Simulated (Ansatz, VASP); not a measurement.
**NaF: VASP beside Ansatz**

INCAR

```
PREC = Accurate
ENCUT = 600
EDIFF = 1E-7
ISMEAR = 0
SIGMA = 0.01
LREAL = F
LASPH = T
NELM = 120
ALGO = Normal
ISIF = 3
LWAVE = F
LCHARG = F
GGA = PE
IBRION = 2
NSW = 80
EDIFFG = -0.001
GGA_COMPAT = F
NELMIN = 4
```

KPOINTS

```
Automatic mesh
0
Gamma
  8 8 8
```

POSCAR

```
NaF
1.0
    0.0000000000      2.3497917110      2.3497917110
    2.3497917110      0.0000000000      2.3497917110
    2.3497917110      2.3497917110      0.0000000000
Na F
1 1
Direct
    0.0000000000      0.0000000000      0.0000000000
    0.5000000000      0.5000000000      0.5000000000
```

Input for Ansatz:

```yaml
crystal:
  lattice:
    - [0.0, 2.349791711, 2.349791711]
    - [2.349791711, 0.0, 2.349791711]
    - [2.349791711, 2.349791711, 0.0]
  atoms:
    - { symbol: Na, position: [0.0, 0.0, 0.0] }
    - { symbol: F, position: [0.5, 0.5, 0.5] }
basis:
  ecutwfc: 420
kpoints:
  mp_grid: { grid: [8, 8, 8] }
hamiltonian:
  xc: pbe
scf:
  occupations: { method: fixed }
output:
  forces: true
  stress: true
  eigenvalues: true
relax:
  adjacent_minimum: "off"
  f_tol: 0.001
  max_steps: 60
  cell: { stress_tol: 0.01 }
```

Alike in both runs: task relaxation of cell and atoms; functional PBE; k mesh 8 × 8 × 8; no spin polarisation.

|  | VASP | Ansatz |
| --- | --- | --- |
| version | VASP 6.6.1 | Ansatz 0.2.0 |
| potentials or method | VASP PAW PBE potentials, release 64 (Na_pv, F), cutoff 600 eV | scalar-relativistic, plane waves, PAW |
| occupations | gaussian, width 0.01 eV | fixed |
| valence electrons in the cell | 14 | 16 |

Ansatz gave:

- gap on the k mesh at the Fermi level, each at its own relaxed structure (eV): 6.09
- relaxed volume (Å³/atom): 12.99
- relaxed cell length with the largest relative difference (Å): 3.324

Task: Estimate VASP's values.

Result: gap on the k mesh at the Fermi level, each at its own relaxed structure (eV): 6.10; relaxed volume (Å³/atom): 12.92; relaxed cell length with the largest relative difference (Å): 3.319.

VASP's potentials hold 14 valence electrons a cell and Ansatz's 16, so a difference there can come from the potentials and not from the codes.
